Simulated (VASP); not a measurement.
# Ta2C (P-3m1) in VASP: single point with r2SCAN

Aim: the single point of Ta2C with r2SCAN.

Program: VASP 6.6.1. These are calculated values, not measurements. Logs are shortened: lines on timing, memory, paths and dates and some standing lists are left out, and cuts for length are marked.

## (1) The cell of the first run

The structure is trigonal, space group P-3m1 (No. 164). Conventional cell: a = 3.122 Å, b = 3.122 Å, c = 4.962 Å, α = 90.00°, β = 90.00°, γ = 120.00°. Ta (site symmetry 3m) has 3 C at 2.20 Å within 2.9 Å. Within 2.9 Å of C (site symmetry -3m) lie 6 Ta at 2.20 Å.

## (2) Single point, r2SCAN

The input, POSCAR:

```
Ta2C
1.0
    3.1216111275      0.0000000000      0.0000000000
   -1.5608055637      2.7033945371      0.0000000000
    0.0000000000      0.0000000000      4.9616082008
Ta C
2 1
Direct
    0.3333333333      0.6666666667      0.2528875965
    0.6666666667      0.3333333333      0.7471124035
    0.0000000000      0.0000000000      0.0000000000
```

The input, INCAR.step1:

```
ALGO = Normal
EDIFF = 1E-4
ENCUT = 520
GGA = PE
ISMEAR = 0
LASPH = True
LCHARG = False
LREAL = False
LWAVE = True
NBANDS = 20
NELM = 100
PREC = Accurate
SIGMA = 0.1
```

The input, INCAR.step2:

```
ALGO = Normal
EDIFF = 1E-7
ENCUT = 520
ISIF = 2
ISMEAR = 0
ISTART = 1
LASPH = True
LCHARG = True
LELF = True
LMIXTAU = True
LREAL = False
LVHAR = True
LWAVE = False
METAGGA = R2SCAN
NBANDS = 20
NELM = 100
PREC = Accurate
SIGMA = 0.1
```

The input, KPOINTS:

```
k-points
0
Gamma
  15 15 8
```

Potentials or basis: VASP PAW PBE potentials, release 64 (Ta_pv, C).

On the command line:

```
> cat potpaw_PBE.64/Ta_pv/POTCAR potpaw_PBE.64/C/POTCAR > POTCAR
> cp INCAR.step1 INCAR
> mpirun -np 1 vasp_std > vasp.out
> cp INCAR.step2 INCAR
> mpirun -np 1 vasp_std > vasp.out
```

OUTCAR:

```text
EDIFF = 1E-7
   ENCUT = 520
   ISIF = 2
   ISMEAR = 0
   ISTART = 1
   LASPH = True
   LREAL = False
   METAGGA = R2SCAN
   NELM = 100
   PREC = Accurate

 ion  position               nearest neighbor table
   1  0.333  0.667  0.253-   3 2.20   3 2.20   3 2.20   2 3.04   2 3.04   2 3.04   2 3.09   2 3.09
                             2 3.09
   2  0.667  0.333  0.747-   3 2.20   3 2.20   3 2.20   1 3.04   1 3.04   1 3.04   1 3.09   1 3.09
                             1 3.09
   3  0.000  0.000  0.000-   1 2.20   2 2.20   1 2.20   2 2.20   2 2.20   1 2.20

  LATTYP: Found a hexagonal cell.
 ALAT       =     3.1216111275
 C/A-ratio  =     1.5894382734

  Lattice vectors:

 A1 = (   3.1216111275,   0.0000000000,   0.0000000000)
 A2 = (  -1.5608055637,   2.7033945371,   0.0000000000)
 A3 = (   0.0000000000,   0.0000000000,   4.9616082008)

Analysis of symmetry for initial positions (statically):
=====================================================================
 Subroutine PRICEL returns:
 Original cell was already a primitive cell.

 Routine SETGRP: Setting up the symmetry group for a
 hexagonal supercell.

 Subroutine GETGRP returns: Found 12 space group operations
 (whereof 12 operations were pure point group operations)
 out of a pool of 24 trial point group operations.

The static configuration has the point symmetry D_3d.

Analysis of symmetry for dynamics (positions and initial velocities):
=====================================================================
 Subroutine PRICEL returns:
 Original cell was already a primitive cell.

 Routine SETGRP: Setting up the symmetry group for a
 hexagonal supercell.

 Subroutine GETGRP returns: Found 12 space group operations
 (whereof 12 operations were pure point group operations)
 out of a pool of 24 trial point group operations.

The dynamic configuration has the point symmetry D_3d.

 Subroutine INISYM returns: Found 12 space group operations
 (whereof 12 operations are pure point group operations),
 and found     1 'primitive' translations

----------------------------------------------------------------------------------------

                                     Primitive cell

  volume of cell :      41.8707

  direct lattice vectors                    reciprocal lattice vectors
     3.121611128  0.000000000  0.000000000     0.320347397  0.184952656  0.000000000
    -1.560805564  2.703394537  0.000000000     0.000000000  0.369905312  0.000000000
     0.000000000  0.000000000  4.961608201     0.000000000  0.000000000  0.201547555

  length of vectors
     3.121611128  3.121611127  4.961608201     0.369905312  0.369905312  0.201547555

  position of ions in fractional coordinates (direct lattice)
     0.333333333  0.666666667  0.252887597
     0.666666667  0.333333333  0.747112403
     0.000000000  0.000000000  0.000000000

  ion indices of the primitive-cell ions
   primitive index   ion index
                 1           1
                 2           2
                 3           3

----------------------------------------------------------------------------------------

 KPOINTS: k-points

Automatic generation of k-mesh.
 Grid dimensions read from file:
 generate k-points for:   15   15    8

 Generating k-lattice:

  Cartesian coordinates                     Fractional coordinates (reciprocal lattice)
     0.021356493  0.012330177  0.000000000     0.066666667  0.000000000  0.000000000
     0.000000000  0.024660354  0.000000000     0.000000000  0.066666667  0.000000000
     0.000000000  0.000000000  0.025193444     0.000000000  0.000000000  0.125000000

  Length of vectors
     0.024660354  0.024660354  0.025193444

  Shift w.r.t. Gamma in fractional coordinates (k-lattice)
     0.000000000  0.000000000  0.000000000

 Subroutine IBZKPT returns following result:
 ===========================================

 Found    192 irreducible k-points:

 Following reciprocal coordinates:
            Coordinates               Weight
  0.000000  0.000000  0.000000      1.000000
  0.066667  0.000000  0.000000      6.000000
  0.133333  0.000000  0.000000      6.000000
  0.200000  0.000000  0.000000      6.000000
  0.266667  0.000000  0.000000      6.000000
  0.333333  0.000000  0.000000      6.000000
[... 16 lines left out ...]
  0.333333  0.200000  0.000000     12.000000
  0.400000  0.200000  0.000000      6.000000
 [... further k-points ...]
   k-points           NKPTS =    192   k-points in BZ     NKDIM =    192   number of bands    NBANDS=     20
   number of dos      NEDOS =    301   number of ions     NIONS =      3
   total plane-waves  NPLWV =  23040
   dimension x,y,z NGX =    24 NGY =   24 NGZ =   40
   dimension x,y,z NGXF=    48 NGYF=   48 NGZF=   80
   ions per type =               2   1
   NGX,Y,Z   is equivalent  to a cutoff of  12.78, 12.78, 13.40 a.u.
   NGXF,Y,Z  is equivalent  to a cutoff of  25.56, 25.56, 26.81 a.u.
 SYSTEM =  unknown system
   PREC   = accura    normal or accurate (medium, high low for compatibility)
   ISTART =      1    job   : 0-new  1-cont  2-samecut
   ICHARG =      0    charge: 1-file 2-atom 10-const
   ISPIN  =      1    spin polarized calculation?
   LNONCOLLINEAR =      F non collinear calculations
   LSORBIT =      F    spin-orbit coupling
   LASPH  =      T    aspherical Exc in radial PAW
   ENCUT  =  520.0 eV  38.22 Ry    6.18 a.u.   5.80  5.80  9.23*2*pi/ulx,y,z
   NELM   =    100;   NELMIN=  2; NELMDL=  0     # of ELM steps
   EDIFF  = 0.1E-06   stopping-criterion for ELM
   LREAL  =      F    real-space projection
   EDIFFG = 0.1E-05   stopping-criterion for IOM
   NSW    =      0    number of steps for IOM
   IBRION =     -1    ionic relax: 0-MD 1-quasi-New 2-CG
   NFREE  =      0    steps in history (QN), initial steepest desc. (CG)
   ISIF   =      2    stress and relaxation
   ISYM   =      2    0-nonsym 1-usesym 2-fastsym
   POTIM  = 0.5000    time-step for ionic-motion
   TEBEG  =    0.0;   TEEND  =   0.0 temperature during run
   PSTRESS=    0.0 pullay stress
   NELECT =      26.0000    total number of electrons
   NUPDOWN=      -1.0000    fix difference up-down
   EMIN   =  10.00;   EMAX   =-10.00  energy-range for DOS
   EFERMI =   0.00;   METHOD = LEGACY
   ISMEAR =     0;   SIGMA  =   0.10  broadening in eV -4-tet -1-fermi 0-gaus
   EFERMI_NEDOS =   21; number of points for ismear=-14 and -15
   IALGO  =     38    algorithm
   IMIX   =      4    mixing-type and parameters
     AMIX     =   0.40;   BMIX     =  1.00
     AMIX_MAG =   1.60;   BMIX_MAG =  1.00
  volume/ion in A,a.u.               =      13.96        94.19
  Fermi-wavevector in a.u.,A,eV,Ry     =   1.396676  2.639335 26.540942  1.950704
  Thomas-Fermi vector in A             =   2.520007
   LORBIT       =      0    0 simple, 1 ext, 2 COOP (PROOUT), +10 PAW based schemes
   METAGGA = R2SCAN    functional components
   LHFCALC =     F    Hartree Fock is set to
   AEXX    =    0.0000 exact exchange contribution
   IVDW    =     0    specifies the selected vdW correction
   LEPSILON=     F    determine dielectric tensor
   LRPA    =     F    only Hartree local field effects (RPA)
 non-spin polarized calculation
 Gauss-broadening in eV      SIGMA  =   0.10
  energy-cutoff  :      520.00
  volume of cell :       41.87
 maximum number of plane-waves:      1146
   NGX = 11   NGY = 11   NGZ = 19

 number of electron      25.9999998 magnetization

 Free energy of the ion-electron system (eV)
  ---------------------------------------------------
  ext. energy  EPLUGINS =         0.00000000
  ---------------------------------------------------
  free energy    TOTEN  =      -109.16655300 eV

  energy without entropy =     -109.16419236  energy(sigma->0) =     -109.16537268

 E-fermi :   6.4764     XC(G=0): -13.7880

 val. band max:        6.4750974063   @ k =  -0.1333   0.3333   0.2500
 cond. band min:       6.4894108872   @ k =   0.0667   0.0000   0.3750
 fundamental gap:      0.0143134808
 Fermi energy:         6.4763589333

 k-point     1 :       0.0000    0.0000    0.0000
  band No.  band energies     occupation
      1     -29.7651      2.00000
      2     -29.0912      2.00000
      3     -29.0912      2.00000
      4     -28.9811      2.00000
      5     -28.9811      2.00000
      6     -28.8921      2.00000
[... 12 lines left out ...]
     19       9.3498      0.00000
     20      14.0941      0.00000

 k-point     2 :       0.0667    0.0000    0.0000
  band No.  band energies     occupation
      1     -29.7530      2.00000
      2     -29.1175      2.00000
      3     -29.1006      2.00000
      4     -29.0070      2.00000
      5     -28.9834      2.00000
      6     -28.8966      2.00000
[... 12 lines left out ...]
     19       9.8804      0.00000
     20      14.2039      0.00000

 k-point     3 :       0.1333    0.0000    0.0000
  band No.  band energies     occupation
      1     -29.7176      2.00000
      2     -29.1917      2.00000
      3     -29.1258      2.00000
      4     -29.0788      2.00000
      5     -28.9910      2.00000
      6     -28.9102      2.00000
[... 12 lines left out ...]
     19      10.9118      0.00000
     20      14.1122      0.00000

 k-point     4 :       0.2000    0.0000    0.0000
  band No.  band energies     occupation
      1     -29.6625      2.00000
      2     -29.3005      2.00000
      3     -29.1814      2.00000
      4     -29.1612      2.00000
      5     -29.0040      2.00000
      6     -28.9339      2.00000
[... 12 lines left out ...]
     19      11.9851      0.00000
     20      13.7628      0.00000

 k-point     5 :       0.2667    0.0000    0.0000
  band No.  band energies     occupation
      1     -29.5937      2.00000
      2     -29.4240      2.00000
      3     -29.2948      2.00000
      4     -29.1997      2.00000
      5     -29.0206      2.00000
      6     -28.9677      2.00000
[... 12 lines left out ...]
     19      12.8991      0.00000
     20      13.4801      0.00000
[... 353 lines left out ...]
      6     -29.0216      2.00000
[... 12 lines left out ...]
     19      12.7440      0.00000
     20      13.3428      0.00000

 k-point    22 :       0.2667    0.2000    0.0000
  band No.  band energies     occupation
      1     -29.5713      2.00000
      2     -29.4774      2.00000
      3     -29.4152      2.00000
      4     -29.2873      2.00000
      5     -29.1620      2.00000
      6     -29.0690      2.00000
[... 12 lines left out ...]
     19      12.5923      0.00000
     20      13.2285      0.00000

 k-point    23 :       0.3333    0.2000    0.0000
  band No.  band energies     occupation
      1     -29.6219      2.00000
      2     -29.4774      2.00000
      3     -29.3523      2.00000
      4     -29.3452      2.00000
      5     -29.1873      2.00000
      6     -29.1178      2.00000
[... 12 lines left out ...]
     19      12.0653      0.00000
     20      13.6094      0.00000

 k-point    24 :       0.4000    0.2000    0.0000
  band No.  band energies     occupation
      1     -29.6399      2.00000
      2     -29.4697      2.00000
      3     -29.3758      2.00000
      4     -29.3194      2.00000
      5     -29.1955      2.00000
      6     -29.1438      2.00000
[... 12 lines left out ...]
     19      12.1513      0.00000
     20      13.8345      0.00000

 [... further k-points ...]
[... 5 lines left out ...]
  --------------------------------------------------------------------------------------
  -------------------------------------------------------------------------------------
  Total       -0.5547998     -0.5547998     -0.5765114     -0.0000000      0.0000000     -0.0000000
  in kB      -21.2293257    -21.2293257    -22.0601143     -0.0000000      0.0000000     -0.0000000
  external PRESSURE =     -21.5062552 kB  Pullay stress =       0.0000000 kB

 VOLUME and BASIS-vectors are now :
 -----------------------------------------------------------------------------
  energy-cutoff  :      520.00
  volume of cell :       41.87
      direct lattice vectors                 reciprocal lattice vectors
     3.121611128  0.000000000  0.000000000     0.320347397  0.184952656  0.000000000
    -1.560805564  2.703394537  0.000000000     0.000000000  0.369905312  0.000000000
     0.000000000  0.000000000  4.961608201     0.000000000  0.000000000  0.201547555

 POSITION                                       TOTAL-FORCE (eV/Angst)
 -----------------------------------------------------------------------------------
     -0.00000      1.80226      1.25473         0.000000      0.000000      0.060964
      1.56081      0.90113      3.70688        -0.000000      0.000000     -0.060964
      0.00000      0.00000      0.00000         0.000000      0.000000      0.000000
 -----------------------------------------------------------------------------------
    total drift:                               -0.000000      0.000000     -0.000000

  FREE ENERGIE OF THE ION-ELECTRON SYSTEM (eV)
  ---------------------------------------------------
  free  energy   TOTEN  =      -109.1665529988 eV

  energy  without entropy=     -109.1641923609  energy(sigma->0) =     -109.16537268
```

It took 8.6 min on 1 thread of Intel Xeon Platinum 8259CL at 2.50GHz (Skylake/Cascade Lake), shared host; peak memory 0.28 GiB.

Results:

* Free energy: -109.1666 eV
* Pressure: -2.2 GPa
* Largest force: 0.061 eV/Å
* Band gap on the k mesh: zero (band 13 reaches 6.99 eV, above the bottom of band 14 at 6.17 eV)

Forces in eV/Å, atoms in the order of the input:
```
Ta   0.000  0.000  0.061
Ta   0.000  0.000 -0.061
C    0.000  0.000  0.000
```

Levels at points of the mesh, in eV from the Fermi level:
```csv
k point,band 11,band 12,band 13,band 14,band 15,band 16
"(0.00, 0.00, 0.00)",-3.52,0.02,0.51,0.51,1.15,1.15
"(0.00, 0.00, 0.50)",-1.92,-1.81,-0.23,-0.23,2.92,2.92
```

Caveat: the PAW data sets were made with another functional, which shifts forces and pressure a little; spin-orbit coupling is left out, which moves the levels of the heavy elements.
